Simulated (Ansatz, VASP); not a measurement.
## LaRu2: VASP beside Ansatz

```xyz
6
Lattice="0.0000 3.7718 3.7718 3.7718 0.0000 3.7718 3.7718 3.7718 0.0000" Properties=species:S:1:pos:R:3 pbc="T T T"
La    0.0000    0.0000    0.0000
La    1.8859    1.8859    1.8859
Ru    4.7147    4.7147    4.7147
Ru    4.7147    2.8288    2.8288
Ru    2.8288    2.8288    4.7147
Ru    2.8288    4.7147    2.8288
```

Alike in both runs: functional LDA; k mesh 7 × 7 × 7; occupations fermi-dirac, width 0.05 eV; no spin polarisation.

Ansatz relaxed the structure, and its values are those at the end. VASP's run is a single point on that final structure, the one shown.

```csv
,VASP,Ansatz
version,VASP 6.6.1,Ansatz 0.2.0
potentials or method,"VASP PAW LDA potentials, release 64 (La, Ru_pv)","PAW with Ansatz's default frozen-core files, scalar-relativistic"
plane-wave cutoff (eV),520,420
valence electrons in the cell,78,86
```

Ansatz gave:

| Item | Value |
| --- | --- |
| pressure (GPa) | 0.0 |

Q: Estimate VASP's values.

A: Pressure (GPa): 0.2.

LDA's correlation is that of Perdew and Zunger in VASP and of Perdew and Wang (1992) in Ansatz. VASP's potentials hold 78 valence electrons a cell and Ansatz's 86, so a difference there can come from the potentials and not from the codes.

Neither program's run includes spin-orbit coupling.
